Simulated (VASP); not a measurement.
Write the native input for VASP 6.6.1 that does the following.

```
Task                   : single point
Functional             : PBE
Potentials or basis    : VASP PAW PBE potentials, release 64 (Co, O)
Cutoff                 : 520 eV
k mesh                 : 12 × 12 × 6
Occupations            : gaussian, width 0.05 eV
Spin                   : collinear spin, antiferromagnetic start
Starting moments       : [2.24, -2.24, 0.0, 0.0] μB
Dipole correction      : no
Further INCAR settings : ALGO = Normal; EDIFF = 1e-07; NBANDS = 27
```

The structure of CoO lies in POSCAR:

```
CoO
1.0
    0.0000000000      2.2656800383      2.2656800383
    4.5487646345      2.2656800383      2.2656800383
    4.5487646345      4.5313600767     -0.0000000001
Co O
2 2
Direct
    0.0000000000      0.0000000000      0.0000000000
    0.0000000000      0.0000000000      0.5000000000
    0.2500006561      0.2499993439      0.0000000000
    0.2499993439      0.2500006561      0.5000000000
```

The input as run:

INCAR

```
SYSTEM = CoO
  ALGO = Normal
  EDIFF = 1E-7
  ENCUT = 520
  GGA = PE
  ISIF = 2
  ISMEAR = 0
  ISPIN = 2
  LASPH = .True.
  LCHARG = .True.
  LELF = .True.
  LMAXMIX = 4
  LORBIT = 11
  LREAL = .False.
  LVHAR = .True.
  LWAVE = .False.
  MAGMOM = 2.24 -2.24 0 0
  NBANDS = 27
  NELM = 150
  PREC = Accurate
  SIGMA = 0.05
```

KPOINTS

```
k-points
0
Gamma
  12 12 6
  0 0 0
```

Potentials or basis: VASP PAW PBE potentials, release 64 (Co, O).

The run is started by

```bash
$ cat potpaw_PBE.64/Co/POTCAR potpaw_PBE.64/O/POTCAR > POTCAR
$ mpirun -np 1 vasp_std > vasp.out
```

Results of the run:

- Pressure: -3.6 GPa
- Band gap on the k mesh: zero (filled and empty bands overlap)
- Net moment: 0.00 μB per cell
- Site moments: Co +2.23, -2.23; O +0.00 μB
- Valence electrons inside the program's atomic spheres: Co 7.97; O 4.98

Caveat: semilocal functionals often make such compounds metallic where correlation or magnetic order opens a gap, which also shifts bond lengths.

Run time: 8 min on 1 thread of Oxide Virtual Turin-like Processor, on a shared host, peak memory 0.33 GiB.
